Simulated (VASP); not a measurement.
## Os18C: single point with PBE

System: Os18C, a slab with vacuum.

```xyz
19
Lattice="5.4800 0.0000 0.0000 4.1100 7.1187 0.0000 0.0000 0.0000 16.3265" Properties=species:S:1:pos:R:3 pbc="T T T"
Os    0.0000    0.0000    1.0000
Os    2.7400    0.0000    1.0000
Os    1.3700    2.3729    1.0000
Os    4.1100    2.3729    1.0000
Os    2.7400    4.7458    1.0000
Os    5.4800    4.7458    1.0000
Os    0.0036    1.5753    3.1040
Os    2.7333    1.5847    3.1080
Os    1.3706    3.9580    3.0883
Os    4.1126    3.9633    3.1190
Os    2.7460    6.3233    3.1102
Os    5.4742    6.3232    3.1040
Os   -0.0033    0.0002    5.2186
Os    2.7407    0.0607    5.2007
Os    1.3655    2.3170    5.2514
Os    4.1118    2.3086    5.1914
Os    2.7818    4.7623    5.2570
Os    5.4384    4.7746    5.2589
C     6.8458    3.9578    6.3760
```

| Property | Result |
| --- | --- |
| Program | VASP 6.6.1 |
| Task | single point |
| Functional | PBE |
| Potentials or basis | VASP PAW PBE potentials, release 64 (Os, C) |
| Cutoff | 520 eV |
| k mesh | 3 × 2 × 1 |
| Occupations | fermi-dirac, width 0.15 eV |
| Spin | no spin polarisation |
| Dipole correction | no |
| Further INCAR settings | LREAL = Auto; ALGO = Normal; EDIFF = 1e-06; NBANDS = 89 |

The largest force is 0.248 eV/Å and the band gap on the k mesh is zero (bands 74 and 75 overlap by 0.31 eV).

Forces in eV/Å, atoms in the order of the input:
```
Os  -0.031  0.085 -0.035
Os   0.034  0.063 -0.057
Os   0.020  0.069  0.082
Os  -0.033 -0.044 -0.242
Os  -0.068 -0.076  0.148
Os   0.079 -0.098  0.124
Os   0.018 -0.007  0.002
Os   0.000  0.012 -0.022
Os   0.004 -0.006 -0.041
Os  -0.004  0.011  0.012
Os   0.012  0.005 -0.018
Os  -0.010  0.012 -0.011
Os   0.003 -0.003 -0.001
Os  -0.009  0.030  0.004
Os  -0.033 -0.146 -0.064
Os   0.013 -0.012 -0.001
Os   0.132  0.050 -0.071
Os  -0.131  0.060 -0.053
C    0.006 -0.004  0.244
```

Levels at points of the mesh, in eV from the Fermi level:
| k point | band 70 | band 71 | band 72 | band 73 | band 74 | band 75 | band 76 | band 77 |
| --- | --- | --- | --- | --- | --- | --- | --- | --- |
| (0.00, 0.00, 0.00) | -0.18 | -0.12 | 0.12 | 0.22 | 0.24 | 0.32 | 0.39 | 0.50 |
| (0.00, 0.50, 0.00) | -0.71 | -0.59 | -0.30 | 0.02 | 0.13 | 0.27 | 0.33 | 0.40 |

Wall time 46 min on 1 thread of Intel Xeon 8259CL, with other jobs on the host, peak memory 0.75 GiB.

Caveat: the k points lie up to 0.44 Å⁻¹ apart; there is no dipole correction, which matters where the two faces differ; spin-orbit coupling is left out, which moves the levels of the heavy elements.
